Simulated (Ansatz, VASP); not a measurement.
**One calculation of Hf3ZrS8, two programs**

```xyz
12
Lattice="3.6598 0.0000 0.0000 -1.8299 3.1695 0.0000 0.0000 0.0000 27.2053" Properties=species:S:1:pos:R:3 pbc="T T T"
Zr    0.0000    0.0000    0.0000
Hf    0.0000    0.0000    6.7844
Hf    0.0000    0.0000   13.6027
Hf    0.0000    0.0000   20.4210
S     1.8299    1.0565    5.3415
S     1.8299    1.0565   12.1598
S     1.8299    1.0565   18.9781
S     1.8299    1.0565   25.7450
S     0.0000    2.1130    1.4603
S     0.0000    2.1130    8.2273
S     0.0000    2.1130   15.0455
S     0.0000    2.1130   21.8638
```

Alike in both runs: task single point; functional PBE; k mesh 12 × 12 × 1; occupations gaussian, width 0.02 eV; no spin polarisation.

|  | VASP | Ansatz |
| --- | --- | --- |
| version | VASP 6.6.1 | Ansatz 0.2.0 |
| potentials or method | VASP PAW PBE potentials, release 64 (Zr_sv, Hf_pv, S), cutoff 520 eV | scalar-relativistic, plane waves, PAW |
| valence electrons in the cell | 90 | 138 |

```csv
,VASP,Ansatz,Ansatz less VASP
gap on the k mesh at the Fermi level (eV),1.11,1.11,-0.001
least direct gap on the mesh (eV),1.69,1.68,-0.008
pressure (GPa),-0.4,0.0,+0.38
"traceless stress, the component that is largest in VASP (GPa)",0.07,0.01,-0.065
rms of the force components (eV/Å),0.027,0.000,-0.0269
```

Atom by atom the forces differ by 0.027 eV/Å (rms over components). VASP's potentials hold 90 valence electrons a cell and Ansatz's 138, so a difference there can come from the potentials and not from the codes.

Neither program's run includes spin-orbit coupling.
